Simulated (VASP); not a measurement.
# Ag in VASP: single point with PBE

Aim: the single point of Ag with PBE.

Program: VASP 6.6.1. These are calculated values, not measurements. Logs are shortened: lines on timing, memory, paths and dates and some standing lists are left out, and cuts for length are marked.

## (1) The cell of the first run

The cell holds a wire with vacuum, 18 atoms: a = 14.900 Å, b = 16.600 Å, c = 6.977 Å, α = 90.00°, β = 90.00°, γ = 90.00°.

## (2) Single point, PBE

Input file INCAR:

```
SYSTEM = Ag
PREC = Accurate
ENCUT = 520
EDIFF = 1E-6
ISMEAR = 0
SIGMA = 0.05
LREAL = Auto
LASPH = .TRUE.
NELM = 100
ALGO = Normal
ISIF = 2
LWAVE = .FALSE.
LCHARG = .TRUE.
GGA = PE
LELF = .TRUE.
LVHAR = .TRUE.
NBANDS = 114
```

Input file KPOINTS:

```
regular mesh
0
G
  1 1 8
  0 0 0
```

Input file POSCAR:

```
Ag
1.0
   14.9000000000      0.0000000000      0.0000000000
    0.0000000000     16.6000000000      0.0000000000
    0.0000000000      0.0000000000      6.9767673912
Ag
18
Direct
    0.5923282600      0.5478558428      0.0000323841
    0.4717229806      0.3670170492      0.3311998620
    0.4744833213      0.7094240996      0.3315467936
    0.3575606359      0.5444844803      0.6686811449
    0.6895102920      0.3756090126      0.6686746900
    0.5823815816      0.3719757161      0.0076356701
    0.4736255740      0.5409035689      0.3247731433
    0.3588769616      0.3713287713      0.6618870469
    0.6947656287      0.5455055742      0.6619536582
    0.4076717400      0.4521441572     -0.0000323841
    0.3104897080      0.6243909874      0.3313253100
    0.6424393641      0.4555155197      0.3313188551
    0.5255166787      0.2905759004      0.6684532064
    0.5282770194      0.6329829508      0.6688001380
    0.4176184184      0.6280242839     -0.0076356701
    0.3052343713      0.4544944258      0.3380463418
    0.6411230384      0.6286712287      0.3381129531
    0.5263744260      0.4590964311      0.6752268567
```

Potentials or basis: VASP PAW PBE potentials, release 64 (Ag).

Run with:

```bash
$ cat potpaw_PBE.64/Ag/POTCAR > POTCAR
$ mpirun -np 1 vasp_std > vasp.out
```

OUTCAR:

```text
SYSTEM = Ag
   PREC = Accurate
   ENCUT = 520
   EDIFF = 1E-6
   ISMEAR = 0
   LREAL = Auto
   LASPH = .TRUE.
   NELM = 100
   ISIF = 2
   GGA = PE

 ion  position               nearest neighbor table
   1  0.592  0.548  0.000-  17 2.81   9 2.81  14 2.87  12 2.87  18 2.88   7 2.88   6 2.92  15 2.92
                            10 3.18
   2  0.472  0.367  0.331-  13 2.79   6 2.80   8 2.86  10 2.87  16 2.87   7 2.89  12 2.94  18 2.96

   3  0.474  0.709  0.332-  14 2.79   7 2.80  11 2.82  17 2.82  15 2.85
   4  0.358  0.544  0.669-  11 2.79  15 2.80  16 2.86  10 2.87   8 2.87  18 2.89  14 2.94   7 2.96

   5  0.690  0.376  0.669-  12 2.79  18 2.80   9 2.82  13 2.82   6 2.85
   6  0.582  0.372  0.008-   2 2.80  12 2.80  13 2.85   5 2.85  18 2.86   1 2.92  10 2.92
   7  0.474  0.541  0.325-   3 2.80  11 2.80  15 2.86  10 2.88   1 2.88   2 2.89  12 2.89  17 2.89
                            16 2.89  18 2.91   4 2.96  14 2.96
   8  0.359  0.371  0.662-  16 2.77  10 2.81  13 2.82   2 2.86   4 2.87  18 2.89
   9  0.695  0.546  0.662-  17 2.77   1 2.81   5 2.82  12 2.86  14 2.87  18 2.89
  10  0.408  0.452  1.000-   8 2.81  16 2.81   2 2.87   4 2.87   7 2.88  18 2.88  15 2.92   6 2.92
                             1 3.18
  11  0.310  0.624  0.331-   4 2.79   7 2.80  16 2.82   3 2.82  15 2.85
  12  0.642  0.456  0.331-   5 2.79   6 2.80   9 2.86   1 2.87  17 2.87   7 2.89   2 2.94  18 2.96

  13  0.526  0.291  0.668-   2 2.79  18 2.80   5 2.82   8 2.82   6 2.85
  14  0.528  0.633  0.669-   3 2.79  15 2.80  17 2.86   1 2.87   9 2.87  18 2.89   4 2.94   7 2.96

  15  0.418  0.628  0.992-  14 2.80   4 2.80   3 2.85  11 2.85   7 2.86  10 2.92   1 2.92
  16  0.305  0.454  0.338-   8 2.77  10 2.81  11 2.82   4 2.86   2 2.87   7 2.89
  17  0.641  0.629  0.338-   9 2.77   1 2.81   3 2.82  14 2.86  12 2.87   7 2.89
  18  0.526  0.459  0.675-  13 2.80   5 2.80   6 2.86   1 2.88  10 2.88  14 2.89   4 2.89   8 2.89
                             9 2.89   7 2.91  12 2.96   2 2.96

  LATTYP: Found a simple orthorhombic cell.
 ALAT       =     6.9767673912
 B/A-ratio  =     2.1356595633
 C/A-ratio  =     2.3793254195

  Lattice vectors:

 A1 = (   0.0000000000,   0.0000000000,   6.9767673912)
 A2 = (  14.9000000000,   0.0000000000,   0.0000000000)
 A3 = (   0.0000000000,  16.6000000000,   0.0000000000)

Analysis of symmetry for initial positions (statically):
=====================================================================
 Subroutine PRICEL returns:
 Original cell was already a primitive cell.

 Routine SETGRP: Setting up the symmetry group for a
 simple orthorhombic supercell.

 Subroutine GETGRP returns: Found  2 space group operations
 (whereof  2 operations were pure point group operations)
 out of a pool of  8 trial point group operations.

The static configuration has the point symmetry S_2 .

Analysis of symmetry for dynamics (positions and initial velocities):
=====================================================================
 Subroutine PRICEL returns:
 Original cell was already a primitive cell.

 Routine SETGRP: Setting up the symmetry group for a
 simple orthorhombic supercell.

 Subroutine GETGRP returns: Found  2 space group operations
 (whereof  2 operations were pure point group operations)
 out of a pool of  8 trial point group operations.

The dynamic configuration has the point symmetry S_2 .

 Subroutine INISYM returns: Found  2 space group operations
 (whereof  2 operations are pure point group operations),
 and found     1 'primitive' translations

----------------------------------------------------------------------------------------

                                     Primitive cell

  volume of cell :    1725.6336

  direct lattice vectors                    reciprocal lattice vectors
    14.900000000  0.000000000  0.000000000     0.067114094  0.000000000  0.000000000
     0.000000000 16.600000000  0.000000000     0.000000000  0.060240964  0.000000000
     0.000000000  0.000000000  6.976767391     0.000000000  0.000000000  0.143332857

  length of vectors
    14.900000000 16.600000000  6.976767391     0.067114094  0.060240964  0.143332857

  position of ions in fractional coordinates (direct lattice)
     0.592328260  0.547855843  0.000032384
     0.471722981  0.367017049  0.331199862
     0.474483321  0.709424100  0.331546794
     0.357560636  0.544484480  0.668681145
     0.689510292  0.375609013  0.668674690
     0.582381582  0.371975716  0.007635670
[... 10 lines left out ...]
     0.641123038  0.628671229  0.338112953
     0.526374426  0.459096431  0.675226857

  ion indices of the primitive-cell ions
   primitive index   ion index
                 1           1
                 2           2
                 3           3
                 4           4
                 5           5
                 6           6
[... 10 lines left out ...]
                17          17
                18          18

----------------------------------------------------------------------------------------

 KPOINTS: regular mesh

Automatic generation of k-mesh.
 Grid dimensions read from file:
 generate k-points for:    1    1    8

 Generating k-lattice:

  Cartesian coordinates                     Fractional coordinates (reciprocal lattice)
     0.067114094  0.000000000  0.000000000     1.000000000  0.000000000  0.000000000
     0.000000000  0.060240964  0.000000000     0.000000000  1.000000000  0.000000000
     0.000000000  0.000000000  0.017916607     0.000000000  0.000000000  0.125000000

  Length of vectors
     0.067114094  0.060240964  0.017916607

  Shift w.r.t. Gamma in fractional coordinates (k-lattice)
     0.000000000  0.000000000  0.000000000

 Subroutine IBZKPT returns following result:
 ===========================================

 Found      5 irreducible k-points:

 Following reciprocal coordinates:
            Coordinates               Weight
  0.000000  0.000000  0.000000      1.000000
  0.000000  0.000000  0.125000      2.000000
  0.000000  0.000000  0.250000      2.000000
  0.000000  0.000000  0.375000      2.000000
  0.000000  0.000000  0.500000      1.000000
   k-points           NKPTS =      5   k-points in BZ     NKDIM =      5   number of bands    NBANDS=    114
   number of dos      NEDOS =    301   number of ions     NIONS =     18
   total plane-waves  NPLWV = 762048
   dimension x,y,z NGX =   112 NGY =  126 NGZ =   54
   dimension x,y,z NGXF=   224 NGYF=  252 NGZF=  108
   ions per type =              18
   NGX,Y,Z   is equivalent  to a cutoff of  12.50, 12.62, 12.87 a.u.
   NGXF,Y,Z  is equivalent  to a cutoff of  24.99, 25.24, 25.73 a.u.
 SYSTEM =  Ag
   PREC   = accura    normal or accurate (medium, high low for compatibility)
   ISTART =      0    job   : 0-new  1-cont  2-samecut
   ICHARG =      2    charge: 1-file 2-atom 10-const
   ISPIN  =      1    spin polarized calculation?
   LNONCOLLINEAR =      F non collinear calculations
   LSORBIT =      F    spin-orbit coupling
   LASPH  =      T    aspherical Exc in radial PAW
   ENCUT  =  520.0 eV  38.22 Ry    6.18 a.u.  27.70 30.86 12.97*2*pi/ulx,y,z
   NELM   =    100;   NELMIN=  2; NELMDL= -5     # of ELM steps
   EDIFF  = 0.1E-05   stopping-criterion for ELM
   LREAL  =      T    real-space projection
   EDIFFG = 0.1E-04   stopping-criterion for IOM
   NSW    =      0    number of steps for IOM
   IBRION =     -1    ionic relax: 0-MD 1-quasi-New 2-CG
   NFREE  =      0    steps in history (QN), initial steepest desc. (CG)
   ISIF   =      2    stress and relaxation
   ISYM   =      2    0-nonsym 1-usesym 2-fastsym
   POTIM  = 0.5000    time-step for ionic-motion
   TEBEG  =    0.0;   TEEND  =   0.0 temperature during run
   PSTRESS=    0.0 pullay stress
   NELECT =     198.0000    total number of electrons
   NUPDOWN=      -1.0000    fix difference up-down
   EMIN   =  10.00;   EMAX   =-10.00  energy-range for DOS
   EFERMI =   0.00;   METHOD = LEGACY
   ISMEAR =     0;   SIGMA  =   0.05  broadening in eV -4-tet -1-fermi 0-gaus
   EFERMI_NEDOS =   21; number of points for ismear=-14 and -15
   IALGO  =     38    algorithm
   IMIX   =      4    mixing-type and parameters
     AMIX     =   0.40;   BMIX     =  1.00
     AMIX_MAG =   1.60;   BMIX_MAG =  1.00
  volume/ion in A,a.u.               =      95.87       646.95
  Fermi-wavevector in a.u.,A,eV,Ry     =   0.795513  1.503301  8.610314  0.632840
  Thomas-Fermi vector in A             =   1.901855
   LORBIT       =      0    0 simple, 1 ext, 2 COOP (PROOUT), +10 PAW based schemes
   GGA     = PE    functional components
   LHFCALC =     F    Hartree Fock is set to
   AEXX    =    0.0000 exact exchange contribution
   IVDW    =     0    specifies the selected vdW correction
   LEPSILON=     F    determine dielectric tensor
   LRPA    =     F    only Hartree local field effects (RPA)
 non-spin polarized calculation
 Gauss-broadening in eV      SIGMA  =   0.05
  energy-cutoff  :      520.00
  volume of cell :     1725.63
 maximum number of plane-waves:     46506
 NGX is ok and might be reduce to   112
   NGX = 55   NGY = 61   NGZ = 25

 number of electron     198.0000018 magnetization

 Free energy of the ion-electron system (eV)
  ---------------------------------------------------
  ext. energy  EPLUGINS =         0.00000000
  ---------------------------------------------------
  free energy    TOTEN  =       -38.65612065 eV

  energy without entropy =      -38.64570209  energy(sigma->0) =      -38.65091137

 E-fermi :  -1.9050     XC(G=0):  -3.3013

 val. band max:       -1.9159826229   @ k =   0.0000   0.0000   0.1250
 cond. band min:      -1.7771315101   @ k =   0.0000   0.0000   0.5000
 fundamental gap:      0.1388511127
 Fermi energy:        -1.9049565949

 k-point     1 :       0.0000    0.0000    0.0000
  band No.  band energies     occupation
      1      -8.2101      2.00000
      2      -7.6156      2.00000
      3      -7.6092      2.00000
      4      -7.5527      2.00000
      5      -7.5310      2.00000
      6      -7.5050      2.00000
[... 103 lines left out ...]
    110       0.8065      0.00000
    111       0.8775      0.00000

 k-point     2 :       0.0000    0.0000    0.1250
  band No.  band energies     occupation
      1      -8.1716      2.00000
      2      -7.6125      2.00000
      3      -7.6003      2.00000
      4      -7.5442      2.00000
      5      -7.5285      2.00000
      6      -7.5054      2.00000
[... 103 lines left out ...]
    110       0.7931      0.00000
    111       0.8167      0.00000

 k-point     3 :       0.0000    0.0000    0.2500
  band No.  band energies     occupation
      1      -8.0639      2.00000
      2      -7.6177      2.00000
      3      -7.6000      2.00000
      4      -7.5424      2.00000
      5      -7.5290      2.00000
      6      -7.4940      2.00000
[... 103 lines left out ...]
    110       0.7001      0.00000
    111       0.8279      0.00000

 k-point     4 :       0.0000    0.0000    0.3750
  band No.  band energies     occupation
      1      -7.9139      2.00000
      2      -7.6550      2.00000
      3      -7.6289      2.00000
      4      -7.5647      2.00000
      5      -7.5314      2.00000
      6      -7.4356      2.00000
[... 103 lines left out ...]
    110       1.0490      0.00000
    111       1.2153      0.00000

 k-point     5 :       0.0000    0.0000    0.5000
  band No.  band energies     occupation
      1      -7.8002      2.00000
      2      -7.7143      2.00000
      3      -7.6431      2.00000
      4      -7.5766      2.00000
      5      -7.5363      2.00000
      6      -7.3967      2.00000
[... 103 lines left out ...]
    110       1.0161      0.00000
    111       1.1287      0.00000
 [bands above 111 left out]

------------------------ aborting loop because EDIFF is reached ----------------------------------------

  FORCE on cell =-STRESS in cart. coord.  units (eV):
  Direction    XX          YY          ZZ          XY          YZ          ZX
  --------------------------------------------------------------------------------------
  -------------------------------------------------------------------------------------
  Total       -0.3411900     -0.3397426     -0.2753374      0.0391953     -0.0583343      0.0325179
  in kB       -0.3167804     -0.3154365     -0.2556390      0.0363912     -0.0541609      0.0301914
  external PRESSURE =      -0.2959520 kB  Pullay stress =       0.0000000 kB

 VOLUME and BASIS-vectors are now :
 -----------------------------------------------------------------------------
  energy-cutoff  :      520.00
  volume of cell :     1725.63
      direct lattice vectors                 reciprocal lattice vectors
    14.900000000  0.000000000  0.000000000     0.067114094  0.000000000  0.000000000
     0.000000000 16.600000000  0.000000000     0.000000000  0.060240964  0.000000000
     0.000000000  0.000000000  6.976767391     0.000000000  0.000000000  0.143332857

 POSITION                                       TOTAL-FORCE (eV/Angst)
 -----------------------------------------------------------------------------------
      8.82569      9.09441      0.00023        -0.000068     -0.002107     -0.000062
      7.02867      6.09248      2.31070        -0.000924      0.004411      0.005074
      7.06980     11.77644      2.31312         0.000906     -0.011785     -0.003549
      5.32765      9.03844      4.66523         0.003441     -0.001936     -0.007541
     10.27370      6.23511      4.66519        -0.010101      0.008019      0.003715
      8.67749      6.17480      0.05327        -0.000560      0.001448     -0.002281
[... 10 lines left out ...]
      9.55273     10.43594      2.35894        -0.006068     -0.003246      0.005442
      7.84298      7.62100      4.71090         0.000124      0.000186     -0.003532
 -----------------------------------------------------------------------------------
    total drift:                                0.000000      0.000000     -0.000000

  FREE ENERGIE OF THE ION-ELECTRON SYSTEM (eV)
  ---------------------------------------------------
  free  energy   TOTEN  =       -38.6561206536 eV

  energy  without entropy=      -38.6457020933  energy(sigma->0) =      -38.65091137
```

Wall time 37 min (1 thread of AMD EPYC 9R45 (Zen 5), shared host); peak memory 1.6 GiB.

Results:

- Free energy: -38.6561 eV
- Largest force: 0.013 eV/Å
- Band gap on the k mesh: zero (band 99 reaches -1.55 eV, above the bottom of band 100 at -1.92 eV)

Forces in eV/Å, atoms in the order of the input:
```
Ag   0.000 -0.002  0.000
Ag  -0.001  0.004  0.005
Ag   0.001 -0.012 -0.004
Ag   0.003 -0.002 -0.008
Ag  -0.010  0.008  0.004
Ag  -0.001  0.001 -0.002
Ag   0.000  0.000  0.004
Ag   0.006  0.003 -0.005
Ag  -0.008 -0.001 -0.005
Ag   0.000  0.002  0.000
Ag   0.010 -0.008 -0.004
Ag  -0.003  0.002  0.008
Ag  -0.001  0.012  0.004
Ag   0.001 -0.004 -0.005
Ag   0.001 -0.001  0.002
Ag   0.008  0.001  0.005
Ag  -0.006 -0.003  0.005
Ag   0.000  0.000 -0.004
```
